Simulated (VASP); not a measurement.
# GePt2 (P-62m) in VASP: notebook

Runs on GePt2. Level: PBEsol. Tasks: single point.

All numbers are computed with VASP 6.6.1; they aren't measurements. Logs are shortened: lines on timing, memory, paths and dates and some standing lists are left out, and cuts for length are marked.

## 1. The cell of the first run

The structure is hexagonal, space group P-62m (No. 189). The conventional cell has a = 6.761 Å, b = 6.761 Å, c = 3.735 Å, α = 90.00°, β = 90.00°, γ = 120.00°. Within 3.2 Å of Ge (site symmetry -6) lie 9 Pt at 2.43 to 2.83 Å. Within 3.4 Å of Ge (site symmetry -62m) lie 9 Pt at 2.55 to 2.68 Å. Pt (site symmetry m2m) has 5 Ge at 2.55 to 2.83 Å and 6 Pt at 2.95 to 2.96 Å within 3.4 Å. Within 3.2 Å of Pt (site symmetry m2m) lie 4 Ge at 2.43 to 2.68 Å and 6 Pt at 2.95 to 2.96 Å.

## 2. Single point, PBEsol (strain +0.000 along x and y, +0.080 along z)

INCAR reads:

```
SYSTEM = GePt2
PREC     = Accurate       ! precision mode
ENCUT    = 520            ! plane-wave cutoff, eV
EDIFF    = 1E-6           ! SCF threshold, eV
ISMEAR   = 0              ! smearing method
SIGMA    = 0.15           ! smearing width, eV
LREAL    = .FALSE.        ! projectors in reciprocal space
LASPH    = .TRUE.         ! aspherical terms in the spheres
NELM     = 60             ! most SCF steps
ALGO     = Fast           ! electronic algorithm
ISIF     = 2              ! what is computed and relaxed
LWAVE    = .FALSE.        ! write WAVECAR
LCHARG   = .TRUE.         ! write CHGCAR
GGA      = PS             ! functional
LELF     = .TRUE.         ! ELF
LVHAR    = .TRUE.       
NBANDS   = 61             ! bands
```

KPOINTS reads:

```
Automatic mesh
0
G
  6 6 12
  0 0 0
```

POSCAR reads:

```
GePt2
1.0
    6.7607252734      0.0000000000      0.0000000000
   -3.3803626367      5.8549598348      0.0000000000
    0.0000000000      0.0000000000      3.7353726680
Ge Pt
3 6
Direct
    0.6666666667      0.3333333333      0.0000000000
    0.3333333333      0.6666666667      0.0000000000
    0.0000000000      0.0000000000      0.5000000000
    0.6229372130      0.0000000000      0.5000000000
    0.3770627870      0.3770627870      0.5000000000
    0.0000000000      0.6229372130      0.5000000000
    0.0000000000      0.2849128412      0.0000000000
    0.7150871588      0.7150871588      0.0000000000
    0.2849128412      0.0000000000      0.0000000000
```

Potentials or basis: VASP PAW PBE potentials, release 64 (Ge_d, Pt).

Run with:

```console
> cat potpaw_PBE.64/Ge_d/POTCAR potpaw_PBE.64/Pt/POTCAR > POTCAR
> mpirun -np 1 vasp_std > vasp.out
```

OUTCAR:

```text
SYSTEM = GePt2
   PREC = Accurate
   ENCUT = 520
   EDIFF = 1E-6
   ISMEAR = 0
   LREAL = .FALSE.
   LASPH = .TRUE.
   NELM = 60
   ISIF = 2
   GGA = PS

 ion  position               nearest neighbor table
   1  0.667  0.333  0.000-   7 2.43   9 2.43   8 2.43   4 2.83   4 2.83   6 2.83   6 2.83   5 2.83
                             5 2.83
   2  0.333  0.667  0.000-   9 2.43   7 2.43   8 2.43   6 2.83   6 2.83   4 2.83   4 2.83   5 2.83
                             5 2.83
   3  0.000  0.000  0.500-   4 2.55   5 2.55   6 2.55   9 2.68   9 2.68   7 2.68   7 2.68   8 2.68
                             8 2.68
   4  0.623  0.000  0.500-   3 2.55   1 2.83   1 2.83   2 2.83   2 2.83   9 2.95   9 2.95   7 2.96
                             7 2.96   8 2.96   8 2.96
   5  0.377  0.377  0.500-   3 2.55   1 2.83   1 2.83   2 2.83   2 2.83   8 2.95   8 2.95   7 2.96
                             7 2.96   9 2.96   9 2.96
   6  0.000  0.623  0.500-   3 2.55   2 2.83   2 2.83   1 2.83   1 2.83   7 2.95   7 2.95   8 2.96
                             8 2.96   9 2.96   9 2.96
   7  0.000  0.285  0.000-   1 2.43   2 2.43   3 2.68   3 2.68   6 2.95   6 2.95   5 2.96   5 2.96
                             4 2.96   4 2.96   9 3.34   8 3.34
   8  0.715  0.715  0.000-   2 2.43   1 2.43   3 2.68   3 2.68   5 2.95   5 2.95   6 2.96   6 2.96
                             4 2.96   4 2.96   9 3.34   7 3.34
   9  0.285  0.000  0.000-   2 2.43   1 2.43   3 2.68   3 2.68   4 2.95   4 2.95   5 2.96   6 2.96
                             5 2.96   6 2.96   7 3.34   8 3.34

  LATTYP: Found a hexagonal cell.
 ALAT       =     6.7607252734
 C/A-ratio  =     0.5525106430

  Lattice vectors:

 A1 = (   6.7607252734,   0.0000000000,   0.0000000000)
 A2 = (  -3.3803626367,   5.8549598348,   0.0000000000)
 A3 = (   0.0000000000,   0.0000000000,   3.7353726680)

Analysis of symmetry for initial positions (statically):
=====================================================================
 Subroutine PRICEL returns:
 Original cell was already a primitive cell.

 Routine SETGRP: Setting up the symmetry group for a
 hexagonal supercell.

 Subroutine GETGRP returns: Found 12 space group operations
 (whereof 12 operations were pure point group operations)
 out of a pool of 24 trial point group operations.

The static configuration has the point symmetry D_3h.

Analysis of symmetry for dynamics (positions and initial velocities):
=====================================================================
 Subroutine PRICEL returns:
 Original cell was already a primitive cell.

 Routine SETGRP: Setting up the symmetry group for a
 hexagonal supercell.

 Subroutine GETGRP returns: Found 12 space group operations
 (whereof 12 operations were pure point group operations)
 out of a pool of 24 trial point group operations.

The dynamic configuration has the point symmetry D_3h.

 Subroutine INISYM returns: Found 12 space group operations
 (whereof 12 operations are pure point group operations),
 and found     1 'primitive' translations

----------------------------------------------------------------------------------------

                                     Primitive cell

  volume of cell :     147.8602

  direct lattice vectors                    reciprocal lattice vectors
     6.760725273  0.000000000  0.000000000     0.147913125  0.085397682  0.000000000
    -3.380362637  5.854959835  0.000000000     0.000000000  0.170795365  0.000000000
     0.000000000  0.000000000  3.735372668     0.000000000  0.000000000  0.267710906

  length of vectors
     6.760725273  6.760725273  3.735372668     0.170795365  0.170795365  0.267710906

  position of ions in fractional coordinates (direct lattice)
     0.666666667  0.333333333  0.000000000
     0.333333333  0.666666667  0.000000000
     0.000000000  0.000000000  0.500000000
     0.622937213  0.000000000  0.500000000
     0.377062787  0.377062787  0.500000000
     0.000000000  0.622937213  0.500000000
     0.000000000  0.284912841  0.000000000
     0.715087159  0.715087159  0.000000000
     0.284912841  0.000000000  0.000000000

  ion indices of the primitive-cell ions
   primitive index   ion index
                 1           1
                 2           2
                 3           3
                 4           4
                 5           5
                 6           6
                 7           7
                 8           8
                 9           9

----------------------------------------------------------------------------------------

 KPOINTS: Automatic mesh

Automatic generation of k-mesh.
 Grid dimensions read from file:
 generate k-points for:    6    6   12

 Generating k-lattice:

  Cartesian coordinates                     Fractional coordinates (reciprocal lattice)
     0.024652187  0.014232947  0.000000000     0.166666667  0.000000000  0.000000000
     0.000000000  0.028465894  0.000000000     0.000000000  0.166666667  0.000000000
     0.000000000  0.000000000  0.022309242     0.000000000  0.000000000  0.083333333

  Length of vectors
     0.028465894  0.028465894  0.022309242

  Shift w.r.t. Gamma in fractional coordinates (k-lattice)
     0.000000000  0.000000000  0.000000000

 Subroutine IBZKPT returns following result:
 ===========================================

 Found     49 irreducible k-points:

 Following reciprocal coordinates:
            Coordinates               Weight
  0.000000  0.000000  0.000000      1.000000
  0.166667 -0.000000  0.000000      6.000000
  0.333333 -0.000000  0.000000      6.000000
  0.500000  0.000000  0.000000      3.000000
  0.166667  0.166667  0.000000      6.000000
  0.333333  0.166667  0.000000     12.000000
[... 16 lines left out ...]
  0.166667 -0.000000  0.250000     12.000000
  0.333333 -0.000000  0.250000     12.000000
 [... further k-points ...]
   k-points           NKPTS =     49   k-points in BZ     NKDIM =     49   number of bands    NBANDS=     61
   number of dos      NEDOS =    301   number of ions     NIONS =      9
   total plane-waves  NPLWV =  70000
   dimension x,y,z NGX =    50 NGY =   50 NGZ =   28
   dimension x,y,z NGXF=   100 NGYF=  100 NGZF=   56
   ions per type =               3   6
   NGX,Y,Z   is equivalent  to a cutoff of  12.29, 12.29, 12.46 a.u.
   NGXF,Y,Z  is equivalent  to a cutoff of  24.59, 24.59, 24.92 a.u.
 SYSTEM =  GePt2
   PREC   = accura    normal or accurate (medium, high low for compatibility)
   ISTART =      0    job   : 0-new  1-cont  2-samecut
   ICHARG =      2    charge: 1-file 2-atom 10-const
   ISPIN  =      1    spin polarized calculation?
   LNONCOLLINEAR =      F non collinear calculations
   LSORBIT =      F    spin-orbit coupling
   LASPH  =      T    aspherical Exc in radial PAW
   ENCUT  =  520.0 eV  38.22 Ry    6.18 a.u.  12.57 12.57  6.95*2*pi/ulx,y,z
   NELM   =     60;   NELMIN=  2; NELMDL= -5     # of ELM steps
   EDIFF  = 0.1E-05   stopping-criterion for ELM
   LREAL  =      F    real-space projection
[... 7 lines left out ...]
   TEBEG  =    0.0;   TEEND  =   0.0 temperature during run
   PSTRESS=    0.0 pullay stress
   NELECT =     102.0000    total number of electrons
   NUPDOWN=      -1.0000    fix difference up-down
   EMIN   =  10.00;   EMAX   =-10.00  energy-range for DOS
   EFERMI =   0.00;   METHOD = LEGACY
   ISMEAR =     0;   SIGMA  =   0.15  broadening in eV -4-tet -1-fermi 0-gaus
   EFERMI_NEDOS =   21; number of points for ismear=-14 and -15
   IALGO  =     68    algorithm
   IMIX   =      4    mixing-type and parameters
     AMIX     =   0.40;   BMIX     =  1.00
     AMIX_MAG =   1.60;   BMIX_MAG =  1.00
  volume/ion in A,a.u.               =      16.43       110.87
  Fermi-wavevector in a.u.,A,eV,Ry     =   1.446520  2.733527 28.469112  2.092421
  Thomas-Fermi vector in A             =   2.564579
   LORBIT       =      0    0 simple, 1 ext, 2 COOP (PROOUT), +10 PAW based schemes
   GGA     = PS    functional components
   LHFCALC =     F    Hartree Fock is set to
   AEXX    =    0.0000 exact exchange contribution
   IVDW    =     0    specifies the selected vdW correction
   LEPSILON=     F    determine dielectric tensor
   LRPA    =     F    only Hartree local field effects (RPA)
 non-spin polarized calculation
 RMM-DIIS sequential band-by-band and
 Gauss-broadening in eV      SIGMA  =   0.15
  energy-cutoff  :      520.00
  volume of cell :      147.86
 maximum number of plane-waves:      4034
   NGX = 25   NGY = 25   NGZ = 13

 number of electron     101.9999984 magnetization

 Free energy of the ion-electron system (eV)
  ---------------------------------------------------
  ext. energy  EPLUGINS =         0.00000000
  ---------------------------------------------------
  free energy    TOTEN  =       -59.45106664 eV

  energy without entropy =      -59.43118656  energy(sigma->0) =      -59.44112660

 E-fermi :   9.1142     XC(G=0): -12.7373

 val. band max:        9.0834236737   @ k =   0.0000   0.0000   0.2500
 cond. band min:       9.1718508224   @ k =   0.5000   0.0000   0.2500
 fundamental gap:      0.0884271488
 Fermi energy:         9.1142143461

 k-point     1 :       0.0000    0.0000    0.0000
  band No.  band energies     occupation
      1     -15.7053      2.00000
      2     -15.6937      2.00000
      3     -15.6937      2.00000
      4     -15.6914      2.00000
      5     -15.6869      2.00000
      6     -15.6704      2.00000
[... 53 lines left out ...]
     60      15.0749      0.00000
     61      15.5351      0.00000

 k-point     2 :       0.1667   -0.0000    0.0000
  band No.  band energies     occupation
      1     -15.7053      2.00000
      2     -15.6937      2.00000
      3     -15.6937      2.00000
      4     -15.6912      2.00000
      5     -15.6871      2.00000
      6     -15.6704      2.00000
[... 53 lines left out ...]
     60      14.8582      0.00000
     61      16.2228      0.00000

 k-point     3 :       0.3333   -0.0000    0.0000
  band No.  band energies     occupation
      1     -15.7052      2.00000
      2     -15.6938      2.00000
      3     -15.6937      2.00000
      4     -15.6906      2.00000
      5     -15.6879      2.00000
      6     -15.6704      2.00000
[... 1333 lines left out ...]
     60      13.9922      0.00000
     61      15.1044      0.00000

 k-point    24 :       0.3333   -0.0000    0.2500
  band No.  band energies     occupation
      1     -15.6984      2.00000
      2     -15.6953      2.00000
      3     -15.6953      2.00000
      4     -15.6849      2.00000
      5     -15.6823      2.00000
      6     -15.6702      2.00000
[... 53 lines left out ...]
     60      15.0033      0.00000
     61      15.0819      0.00000

 [... further k-points ...]
[... 5 lines left out ...]
  --------------------------------------------------------------------------------------
  -------------------------------------------------------------------------------------
  Total      -10.3278584    -10.3278584    -12.8027707      0.0000000     -0.0000000      0.0000000
  in kB     -111.9102105   -111.9102105   -138.7277694      0.0000000     -0.0000000      0.0000000
  external PRESSURE =    -120.8493968 kB  Pullay stress =       0.0000000 kB

 VOLUME and BASIS-vectors are now :
 -----------------------------------------------------------------------------
  energy-cutoff  :      520.00
  volume of cell :      147.86
      direct lattice vectors                 reciprocal lattice vectors
     6.760725273  0.000000000  0.000000000     0.147913125  0.085397682  0.000000000
    -3.380362637  5.854959835  0.000000000     0.000000000  0.170795365  0.000000000
     0.000000000  0.000000000  3.735372668     0.000000000  0.000000000  0.267710906

 POSITION                                       TOTAL-FORCE (eV/Angst)
 -----------------------------------------------------------------------------------
      3.38036      1.95165      0.00000         0.000000      0.000000     -0.000000
     -0.00000      3.90331      0.00000         0.000000      0.000000     -0.000000
      0.00000      0.00000      1.86769         0.000000      0.000000     -0.000000
      4.21151      0.00000      1.86769         0.147330      0.000000     -0.000000
      1.27461      2.20769      1.86769        -0.073665     -0.127591      0.000000
     -2.10575      3.64727      1.86769        -0.073665      0.127591     -0.000000
     -0.96311      1.66815      0.00000         0.082119     -0.142235     -0.000000
      2.41725      4.18681      0.00000         0.082119      0.142235      0.000000
      1.92622      0.00000      0.00000        -0.164239     -0.000000      0.000000
 -----------------------------------------------------------------------------------
    total drift:                               -0.000001     -0.000002      0.000000

  FREE ENERGIE OF THE ION-ELECTRON SYSTEM (eV)
  ---------------------------------------------------
  free  energy   TOTEN  =       -59.4510666379 eV

  energy  without entropy=      -59.4311865600  energy(sigma->0) =      -59.44112660
```

Run time: 17 min. Hardware: 1 thread of Oxide Virtual Turin-like, shared host; peak memory 0.43 GiB.

Results:

```
Free energy            : -59.4511 eV
Pressure               : -12.1 GPa
Largest force          : 0.164 eV/Å
Band gap on the k mesh : zero (bands 51 and 52 overlap by 1.23 eV)
```

Forces in eV/Å, atoms in the order of the input:
```
Ge   0.000  0.000  0.000
Ge   0.000  0.000  0.000
Ge   0.000  0.000  0.000
Pt   0.147  0.000  0.000
Pt  -0.074 -0.128  0.000
Pt  -0.074  0.128  0.000
Pt   0.082 -0.142  0.000
Pt   0.082  0.142  0.000
Pt  -0.164  0.000  0.000
```

Caveat: the cell differs from its parent crystal (strain +0.000 along x and y, +0.080 along z); the cell stands under tension; the PAW data sets were made with another functional, which shifts forces and pressure a little; spin-orbit coupling is left out, which moves the levels of the heavy elements.

## 3. Single point, PBEsol (strain +0.080 along x and y, +0.000 along z)

INCAR reads:

```
SYSTEM = GePt2
ALGO     = Fast           ! electronic algorithm
EDIFF    = 1E-6           ! SCF threshold, eV
ENCUT    = 520            ! plane-wave cutoff, eV
GGA      = PS             ! functional
ISIF     = 2              ! what is computed and relaxed
ISMEAR   = 0              ! smearing method
LASPH    = .True.         ! aspherical terms in the spheres
LCHARG   = .False.        ! write CHGCAR
LREAL    = .False.        ! projectors in reciprocal space
LWAVE    = .False.        ! write WAVECAR
NBANDS   = 61             ! bands
NELM     = 60             ! most SCF steps
PREC     = Accurate       ! precision mode
SIGMA    = 0.15           ! smearing width, eV
```

KPOINTS reads:

```
k-points
0
Gamma
  6 6 12
  0 0 0
```

Changes to POSCAR since step 2:

```diff
@@ -2,5 +2,5 @@
 1.0
-    6.7607252734      0.0000000000      0.0000000000
-   -3.3803626367      5.8549598348      0.0000000000
-    0.0000000000      0.0000000000      3.7353726680
+    7.3015832953      0.0000000000      0.0000000000
+   -3.6507916476      6.3233566216      0.0000000000
+    0.0000000000      0.0000000000      3.4586783963
 Ge Pt
```

Potentials or basis: VASP PAW PBE potentials, release 64 (Ge_d, Pt).

Run with:

```console
> cat potpaw_PBE.64/Ge_d/POTCAR potpaw_PBE.64/Pt/POTCAR > POTCAR
> mpirun -np 1 vasp_std > vasp.out
```

Run time: 15 min. Hardware: 1 thread of Oxide Virtual Turin-like, shared host; peak memory 0.48 GiB.

The run converged. Its results:

- Free energy: -57.7418 eV
- Pressure: -23.8 GPa
- Largest force: 0.424 eV/Å
- Band gap on the k mesh: zero (bands 51 and 52 overlap by 1.02 eV)

Forces on the atoms (eV/Å):
```
Ge   0.000  0.000  0.000
Ge   0.000  0.000  0.000
Ge   0.000  0.000  0.000
Pt   0.190  0.000  0.000
Pt  -0.095 -0.165  0.000
Pt  -0.095  0.165  0.000
Pt  -0.212  0.367  0.000
Pt  -0.212 -0.367  0.000
Pt   0.424  0.000  0.000
```

Stress tensor (GPa, compression positive):
```
-26.12   0.00   0.00
  0.00 -26.12   0.00
  0.00   0.00 -19.20
```

Levels at points of the mesh, in eV from the Fermi level:
```tsv
k point	band 47	band 48	band 49	band 50	band 51	band 52	band 53	band 54	band 55	band 56
(0.00, 0.00, 0.00)	-1.36	-1.32	-0.96	-0.96	-0.90	-0.73	1.22	1.82	4.04	4.04
(0.50, 0.00, 0.00)	-1.01	-0.90	-0.77	-0.66	-0.42	-0.07	0.51	0.58	2.73	3.77
(0.00, 0.00, 0.50)	-0.83	-0.52	-0.52	0.14	0.14	0.24	0.72	0.89	1.17	1.70
(0.50, 0.00, 0.50)	-0.98	-0.93	-0.85	-0.83	-0.62	0.90	1.31	1.46	2.06	2.14
```

Caveat: the cell differs from its parent crystal (strain +0.080 along x and y, +0.000 along z); the stress differs along the axes, from -26 to -19 GPa; the PAW data sets were made with another functional, which shifts forces and pressure a little; spin-orbit coupling is left out, which moves the levels of the heavy elements.

## 4. Single point, PBEsol (strain +0.000 along x and y, -0.080 along z)

INCAR reads:

```
SYSTEM = GePt2
ALGO = Fast
EDIFF = 1E-6
ENCUT = 520
GGA = PS
ISIF = 2
ISMEAR = 0
LASPH = .TRUE.
LCHARG = .TRUE.
LELF = .TRUE.
LREAL = .FALSE.
LVHAR = .TRUE.
LWAVE = .FALSE.
NBANDS = 61
NELM = 100
PREC = Accurate
SIGMA = 0.15
```

KPOINTS reads:

```
k-points
0
G
  6 6 12
  0 0 0
```

Changes to POSCAR since step 3:

```diff
@@ -2,5 +2,5 @@
 1.0
-    7.3015832953      0.0000000000      0.0000000000
-   -3.6507916476      6.3233566216      0.0000000000
-    0.0000000000      0.0000000000      3.4586783963
+    6.7607252734      0.0000000000      0.0000000000
+   -3.3803626367      5.8549598348      0.0000000000
+    0.0000000000      0.0000000000      3.1819841246
 Ge Pt
```

Run with:

```console
> cat potpaw_PBE.64/Ge_d/POTCAR potpaw_PBE.64/Pt/POTCAR > POTCAR
> mpirun -np 1 vasp_std > vasp.out
```

Run time: 12 min. Hardware: 1 thread of Oxide Virtual Turin-like, shared host; peak memory 0.39 GiB.

The run converged. Its results:

* Free energy: -59.2322 eV
* Pressure: 20.6 GPa
* Largest force: 0.282 eV/Å
* Band gap on the k mesh: zero (bands 51 and 52 overlap by 1.17 eV)

Forces in eV/Å, atoms in the order of the input:
```
Ge   0.000  0.000  0.000
Ge   0.000  0.000  0.000
Ge   0.000  0.000  0.000
Pt  -0.098  0.000  0.000
Pt   0.049  0.085  0.000
Pt   0.049 -0.085  0.000
Pt  -0.141  0.244  0.000
Pt  -0.141 -0.244  0.000
Pt   0.282  0.000  0.000
```

Stress tensor (GPa, compression positive):
```
19.78  0.00  0.00
 0.00 19.78  0.00
 0.00  0.00 22.28
```

Levels at points of the mesh, in eV from the Fermi level:
```csv
k point,band 48,band 49,band 50,band 51,band 52,band 53,band 54,band 55
"(0.00, 0.00, 0.00)",-1.83,-1.33,-1.33,-1.23,-0.95,1.77,2.40,5.12
"(0.50, 0.00, 0.00)",-1.22,-1.03,-0.84,-0.58,-0.16,0.65,0.67,4.06
"(0.00, 0.00, 0.50)",-0.87,-0.87,-0.22,-0.22,1.10,1.36,1.46,1.78
"(0.50, 0.00, 0.50)",-1.27,-1.15,-1.02,-0.87,1.52,1.80,2.30,2.77
```

Caveat: the cell differs from its parent crystal (strain +0.000 along x and y, -0.080 along z); the cell stands under pressure; the PAW data sets were made with another functional, which shifts forces and pressure a little; spin-orbit coupling is left out, which moves the levels of the heavy elements.

(Part 1 of 2 ends here.)

The gap in the log of VASP goes by the Fermi energy; the results here count the filled bands.